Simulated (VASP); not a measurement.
CdS, 4 atoms in the cell. The typed cell holds 4 atoms: a = 3.727 Å, b = 5.369 Å, c = 3.752 Å, α = 89.82°, β = 91.05°, γ = 90.71°.  This cell differs from its parent crystal: strained and its atoms moved.

```yaml
Program: VASP 6.6.1
Task: single point
Functional: PBEsol
Potentials_or_basis: VASP PAW PBE potentials, release 64 (Cd, S)
Cutoff: 520 eV
k_mesh: 10 × 8 × 10
Occupations: gaussian, width 0.05 eV
Spin: no spin polarisation
Dipole_correction: no
Further_INCAR_settings: ALGO = Normal; EDIFF = 1e-06; NBANDS = 26
```

Potentials or basis: VASP PAW PBE potentials, release 64 (Cd, S).

Command:

```bash
$ cat potpaw_PBE.64/Cd/POTCAR potpaw_PBE.64/S/POTCAR > POTCAR
$ mpirun -np 1 vasp_std > vasp.out
```

Hardware: 1 thread of Intel(R) Xeon(R) Platinum 8259CL CPU @ 2.50GHz (Skylake/Cascade Lake), on a shared host.

Task: How long does it take, and how much memory?

Result: Run time: 11 min on 1 thread of Intel(R) Xeon(R) Platinum 8259CL CPU @ 2.50GHz (Skylake/Cascade Lake), with other jobs on the host, peak memory 0.67 GiB. Counts: scf iterations 14, k points 404.
